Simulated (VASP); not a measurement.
## CaI2: single point with LDA

Crystal: CaI2.

```
CELL_PARAMETERS angstrom
4.24326 0.00000 0.00000
-2.12163 3.67477 0.00000
0.00000 0.00000 6.57074
ATOMIC_POSITIONS crystal
Ca 0.00000 0.00000 0.00000
I 0.33333 0.66667 0.26989
I 0.66667 0.33333 0.73011
```

* Program: VASP 6.6.1
* Task: single point
* Functional: LDA
* Potentials or basis: VASP PAW LDA potentials, release 64 (Ca_sv, I)
* Cutoff: 520 eV
* k mesh: 7 × 7 × 4
* Occupations: fermi-dirac, width 0.03 eV
* Spin: no spin polarisation

| Quantity | Value |
| --- | --- |
| Pressure | 1.8 GPa |
| Largest force | 0.030 eV/Å |
| Band gap on the k mesh | 2.86 eV (least direct gap 3.88 eV) |

Forces on the atoms (eV/Å):
```
Ca   0.000  0.000  0.000
I    0.000  0.000  0.030
I    0.000  0.000 -0.030
```

Levels at points of the mesh, in eV from the valence-band top:
```tsv
k point	band 9	band 10	band 11	band 12	band 13	band 14	band 15	band 16
(0.00, 0.00, 0.00)	-1.29	-0.28	-0.28	0.00	4.02	4.10	4.10	4.26
(0.00, 0.00, 0.50)	-1.08	-1.08	-0.58	-0.58	3.87	4.01	4.01	5.27
```

Run time: 25 s on 1 thread of Intel(R) Xeon(R) Platinum 8488C (Sapphire Rapids), on a shared host, peak memory 0.21 GiB.

Caveat: spin-orbit coupling is left out, which moves the levels of the heavy elements; an odd mesh through Γ misses points on the zone boundary, where band edges can lie.
